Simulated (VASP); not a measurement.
# IrO2 (P4_2/mnm) in VASP: single point with PBE

Aim: the single point of IrO2 with PBE.

All numbers are computed with VASP 6.6.1; they aren't measurements. Logs are shortened: lines on timing, memory, paths and dates and some standing lists are left out, and cuts for length are marked.

## 1. The cell of the first run

It takes space group P4_2/mnm (No. 136, tetragonal). The conventional cell has a = 4.529 Å, b = 4.529 Å, c = 3.180 Å, α = 90.00°, β = 90.00°, γ = 90.00°. Within 2.6 Å of Ir (site symmetry mmm) lie 6 O at 1.98 to 2.01 Å. O (site symmetry m2m) has 3 Ir at 1.98 to 2.01 Å and 1 O at 2.45 Å within 2.6 Å.

## 2. Single point, PBE

File INCAR:

```
SYSTEM = IrO2
ALGO = Normal ; EDIFF = 1E-6
ENCUT = 700 ; GGA = PE
GGA_COMPAT = .FALSE. ; ISIF = 2
ISMEAR = 0 ; LASPH = .TRUE.
LCHARG = .FALSE. ; LREAL = .FALSE.
LWAVE = .FALSE. ; NBANDS = 38
NELM = 120 ; PREC = Accurate
SIGMA = 0.1
```

File KPOINTS:

```
k-points
0
G
  8 8 12
  0 0 0
```

File POSCAR:

```
IrO2
1.0
    4.5289048483      0.0000000000      0.0000000000
    0.0000000000      4.5289048483      0.0000000000
    0.0000000000      0.0000000000      3.1799495823
Ir O
2 4
Direct
    0.0000000000      0.0000000000      0.0000000000
    0.5000000000      0.5000000000      0.5000000000
    0.3084249551      0.3084249551      0.0000000000
    0.1915750449      0.8084249551      0.5000000000
    0.6915750449      0.6915750449      0.0000000000
    0.8084249551      0.1915750449      0.5000000000
```

Potentials or basis: VASP PAW PBE potentials, release 64 (Ir_sv_GW, O).

On the command line:

```bash
> cat potpaw_PBE.64/Ir_sv_GW/POTCAR potpaw_PBE.64/O/POTCAR > POTCAR
> mpirun -np 1 vasp_std > vasp.out
```

OUTCAR:

```text
SYSTEM = IrO2
   EDIFF = 1E-6
   ENCUT = 700
   GGA = PE
   ISIF = 2
   ISMEAR = 0
   LASPH = .TRUE.
   LREAL = .FALSE.
   NELM = 120
   PREC = Accurate

 ion  position               nearest neighbor table
   1  0.000  0.000  0.000-   3 1.98   5 1.98   4 2.01   6 2.01   4 2.01   6 2.01
   2  0.500  0.500  0.500-   4 1.98   6 1.98   5 2.01   3 2.01   3 2.01   5 2.01
   3  0.308  0.308  0.000-   1 1.98   2 2.01   2 2.01
   4  0.192  0.808  0.500-   2 1.98   1 2.01   1 2.01
   5  0.692  0.692  0.000-   1 1.98   2 2.01   2 2.01
   6  0.808  0.192  0.500-   2 1.98   1 2.01   1 2.01

  LATTYP: Found a simple tetragonal cell.
 ALAT       =     4.5289048483
 C/A-ratio  =     0.7021453726

  Lattice vectors:

 A1 = (   4.5289048483,   0.0000000000,   0.0000000000)
 A2 = (   0.0000000000,   4.5289048483,   0.0000000000)
 A3 = (   0.0000000000,   0.0000000000,   3.1799495823)

Analysis of symmetry for initial positions (statically):
=====================================================================
 Subroutine PRICEL returns:
 Original cell was already a primitive cell.

 Routine SETGRP: Setting up the symmetry group for a
 simple tetragonal supercell.

 Subroutine GETGRP returns: Found 16 space group operations
 (whereof  8 operations were pure point group operations)
 out of a pool of 16 trial point group operations.

The static configuration has the point symmetry D_2h.
 The point group associated with its full space group is D_4h.

Analysis of symmetry for dynamics (positions and initial velocities):
=====================================================================
 Subroutine PRICEL returns:
 Original cell was already a primitive cell.

 Routine SETGRP: Setting up the symmetry group for a
 simple tetragonal supercell.

 Subroutine GETGRP returns: Found 16 space group operations
 (whereof  8 operations were pure point group operations)
 out of a pool of 16 trial point group operations.

The dynamic configuration has the point symmetry D_2h.
 The point group associated with its full space group is D_4h.

 Subroutine INISYM returns: Found 16 space group operations
 (whereof  8 operations are pure point group operations),
 and found     1 'primitive' translations

----------------------------------------------------------------------------------------

                                     Primitive cell

  volume of cell :      65.2239

  direct lattice vectors                    reciprocal lattice vectors
     4.528904848  0.000000000  0.000000000     0.220803932  0.000000000  0.000000000
     0.000000000  4.528904848  0.000000000     0.000000000  0.220803932  0.000000000
     0.000000000  0.000000000  3.179949582     0.000000000  0.000000000  0.314470395

  length of vectors
     4.528904848  4.528904848  3.179949582     0.220803932  0.220803932  0.314470395

  position of ions in fractional coordinates (direct lattice)
     0.000000000  0.000000000  0.000000000
     0.500000000  0.500000000  0.500000000
     0.308424955  0.308424955  0.000000000
     0.191575045  0.808424955  0.500000000
     0.691575045  0.691575045  0.000000000
     0.808424955  0.191575045  0.500000000

  ion indices of the primitive-cell ions
   primitive index   ion index
                 1           1
                 2           2
                 3           3
                 4           4
                 5           5
                 6           6

----------------------------------------------------------------------------------------

 KPOINTS: k-points

Automatic generation of k-mesh.
 Grid dimensions read from file:
 generate k-points for:    8    8   12

 Generating k-lattice:

  Cartesian coordinates                     Fractional coordinates (reciprocal lattice)
     0.027600492  0.000000000  0.000000000     0.125000000  0.000000000  0.000000000
     0.000000000  0.027600492  0.000000000     0.000000000  0.125000000  0.000000000
     0.000000000  0.000000000  0.026205866     0.000000000  0.000000000  0.083333333

  Length of vectors
     0.027600492  0.027600492  0.026205866

  Shift w.r.t. Gamma in fractional coordinates (k-lattice)
     0.000000000  0.000000000  0.000000000

 Subroutine IBZKPT returns following result:
 ===========================================

 Found    105 irreducible k-points:

 Following reciprocal coordinates:
            Coordinates               Weight
  0.000000  0.000000  0.000000      1.000000
  0.125000  0.000000  0.000000      4.000000
  0.250000  0.000000  0.000000      4.000000
  0.375000  0.000000  0.000000      4.000000
  0.500000  0.000000  0.000000      2.000000
  0.125000  0.125000  0.000000      4.000000
[... 16 lines left out ...]
  0.375000  0.125000  0.083333     16.000000
  0.500000  0.125000  0.083333      8.000000
 [... further k-points ...]
   k-points           NKPTS =    105   k-points in BZ     NKDIM =    105   number of bands    NBANDS=     38
   number of dos      NEDOS =    301   number of ions     NIONS =      6
   total plane-waves  NPLWV =  44800
   dimension x,y,z NGX =    40 NGY =   40 NGZ =   28
   dimension x,y,z NGXF=    80 NGYF=   80 NGZF=   56
   ions per type =               2   4
   NGX,Y,Z   is equivalent  to a cutoff of  14.68, 14.68, 14.64 a.u.
   NGXF,Y,Z  is equivalent  to a cutoff of  29.37, 29.37, 29.28 a.u.
 SYSTEM =  IrO2
   PREC   = accura    normal or accurate (medium, high low for compatibility)
   ISTART =      0    job   : 0-new  1-cont  2-samecut
   ICHARG =      2    charge: 1-file 2-atom 10-const
   ISPIN  =      1    spin polarized calculation?
   LNONCOLLINEAR =      F non collinear calculations
   LSORBIT =      F    spin-orbit coupling
   LASPH  =      T    aspherical Exc in radial PAW
   ENCUT  =  700.0 eV  51.45 Ry    7.17 a.u.   9.77  9.77  6.86*2*pi/ulx,y,z
   NELM   =    120;   NELMIN=  2; NELMDL= -5     # of ELM steps
   EDIFF  = 0.1E-05   stopping-criterion for ELM
   LREAL  =      F    real-space projection
   EDIFFG = 0.1E-04   stopping-criterion for IOM
   NSW    =      0    number of steps for IOM
   IBRION =     -1    ionic relax: 0-MD 1-quasi-New 2-CG
   NFREE  =      0    steps in history (QN), initial steepest desc. (CG)
   ISIF   =      2    stress and relaxation
   ISYM   =      2    0-nonsym 1-usesym 2-fastsym
   POTIM  = 0.5000    time-step for ionic-motion
   TEBEG  =    0.0;   TEEND  =   0.0 temperature during run
   PSTRESS=    0.0 pullay stress
   NELECT =      58.0000    total number of electrons
   NUPDOWN=      -1.0000    fix difference up-down
   EMIN   =  10.00;   EMAX   =-10.00  energy-range for DOS
   EFERMI =   0.00;   METHOD = LEGACY
   ISMEAR =     0;   SIGMA  =   0.10  broadening in eV -4-tet -1-fermi 0-gaus
   EFERMI_NEDOS =   21; number of points for ismear=-14 and -15
   IALGO  =     38    algorithm
   IMIX   =      4    mixing-type and parameters
     AMIX     =   0.40;   BMIX     =  1.00
     AMIX_MAG =   1.60;   BMIX_MAG =  1.00
  volume/ion in A,a.u.               =      10.87        73.36
  Fermi-wavevector in a.u.,A,eV,Ry     =   1.574280  2.974958 33.720097  2.478357
  Thomas-Fermi vector in A             =   2.675438
   LORBIT       =      0    0 simple, 1 ext, 2 COOP (PROOUT), +10 PAW based schemes
   GGA     = PE    functional components
   LHFCALC =     F    Hartree Fock is set to
   AEXX    =    0.0000 exact exchange contribution
   IVDW    =     0    specifies the selected vdW correction
   LEPSILON=     F    determine dielectric tensor
   LRPA    =     F    only Hartree local field effects (RPA)
 non-spin polarized calculation
 Gauss-broadening in eV      SIGMA  =   0.10
  energy-cutoff  :      700.00
  volume of cell :       65.22
 maximum number of plane-waves:      2796
 NGX is ok and might be reduce to    40
   NGX = 19   NGY = 19   NGZ = 13

 number of electron      58.0000001 magnetization

 Free energy of the ion-electron system (eV)
  ---------------------------------------------------
  ext. energy  EPLUGINS =         0.00000000
  ---------------------------------------------------
  free energy    TOTEN  =       -43.66333683 eV

  energy without entropy =      -43.65038221  energy(sigma->0) =      -43.65685952

 E-fermi :   7.0212     XC(G=0): -12.1424

 val. band max:        7.0184154223   @ k =   0.3750   0.3750   0.1667
 cond. band min:       7.0229115677   @ k =   0.2500   0.0000   0.3333
 fundamental gap:      0.0044961455
 Fermi energy:         7.0212014876

 k-point     1 :       0.0000    0.0000    0.0000
  band No.  band energies     occupation
      1     -86.4752      2.00000
      2     -86.4738      2.00000
      3     -43.3703      2.00000
      4     -43.3703      2.00000
      5     -43.2646      2.00000
      6     -43.2506      2.00000
[... 30 lines left out ...]
     37      15.4851      0.00000
     38      18.6860      0.00000

 k-point     2 :       0.1250    0.0000    0.0000
  band No.  band energies     occupation
      1     -86.4752      2.00000
      2     -86.4738      2.00000
      3     -43.3701      2.00000
      4     -43.3701      2.00000
      5     -43.2641      2.00000
      6     -43.2512      2.00000
[... 30 lines left out ...]
     37      15.5559      0.00000
     38      18.5695      0.00000

 k-point     3 :       0.2500    0.0000    0.0000
  band No.  band energies     occupation
      1     -86.4751      2.00000
      2     -86.4739      2.00000
      3     -43.3697      2.00000
      4     -43.3697      2.00000
      5     -43.2625      2.00000
      6     -43.2527      2.00000
[... 30 lines left out ...]
     37      15.8012      0.00000
[... 781 lines left out ...]
 k-point    23 :       0.3750    0.1250    0.0833
  band No.  band energies     occupation
      1     -86.4746      2.00000
      2     -86.4741      2.00000
      3     -43.3695      2.00000
      4     -43.3688      2.00000
      5     -43.2666      2.00000
      6     -43.2619      2.00000
[... 30 lines left out ...]
     37      16.4539      0.00000
     38      17.6297      0.00000

 k-point    24 :       0.5000    0.1250    0.0833
  band No.  band energies     occupation
      1     -86.4743      2.00000
      2     -86.4743      2.00000
      3     -43.3691      2.00000
      4     -43.3691      2.00000
      5     -43.2642      2.00000
      6     -43.2642      2.00000
[... 30 lines left out ...]
     37      17.0279      0.00000
     38      17.0279      0.00000

 [... further k-points ...]

------------------------ aborting loop because EDIFF is reached ----------------------------------------

  FORCE on cell =-STRESS in cart. coord.  units (eV):
  Direction    XX          YY          ZZ          XY          YZ          ZX
  --------------------------------------------------------------------------------------
  -------------------------------------------------------------------------------------
  Total       -0.1517525     -0.1517525     -0.1378542     -0.0000000      0.0000000      0.0000000
  in kB       -3.7276904     -3.7276904     -3.3862891     -0.0000000      0.0000000      0.0000000
  external PRESSURE =      -3.6138900 kB  Pullay stress =       0.0000000 kB

 VOLUME and BASIS-vectors are now :
 -----------------------------------------------------------------------------
  energy-cutoff  :      700.00
  volume of cell :       65.22
      direct lattice vectors                 reciprocal lattice vectors
     4.528904848  0.000000000  0.000000000     0.220803932  0.000000000  0.000000000
     0.000000000  4.528904848  0.000000000     0.000000000  0.220803932  0.000000000
     0.000000000  0.000000000  3.179949582     0.000000000  0.000000000  0.314470395

 POSITION                                       TOTAL-FORCE (eV/Angst)
 -----------------------------------------------------------------------------------
      0.00000      0.00000      0.00000         0.000000      0.000000      0.000000
      2.26445      2.26445      1.58997         0.000000      0.000000      0.000000
      1.39683      1.39683      0.00000        -0.006299     -0.006299     -0.000000
      0.86763      3.66128      1.58997         0.006299     -0.006299      0.000000
      3.13208      3.13208      0.00000         0.006299      0.006299      0.000000
      3.66128      0.86763      1.58997        -0.006299      0.006299      0.000000
 -----------------------------------------------------------------------------------
    total drift:                                0.000000      0.000000     -0.000000

  FREE ENERGIE OF THE ION-ELECTRON SYSTEM (eV)
  ---------------------------------------------------
  free  energy   TOTEN  =       -43.6633368279 eV

  energy  without entropy=      -43.6503822127  energy(sigma->0) =      -43.65685952
```

Wall time 6.8 min (1 thread of Intel Xeon Platinum 8259CL at 2.50GHz (Skylake/Cascade Lake), shared host); peak memory 0.44 GiB.

What came out:

* Free energy: -43.6633 eV
* Pressure: -0.4 GPa
* Largest force: 0.009 eV/Å
* Band gap on the k mesh: zero (bands 29 and 30 overlap by 1.31 eV)

Forces in eV/Å, atoms in the order of the input:
```
Ir   0.000  0.000  0.000
Ir   0.000  0.000  0.000
O   -0.006 -0.006  0.000
O    0.006 -0.006  0.000
O    0.006  0.006  0.000
O   -0.006  0.006  0.000
```

Caveat: spin-orbit coupling is left out, which moves the levels of the heavy elements.
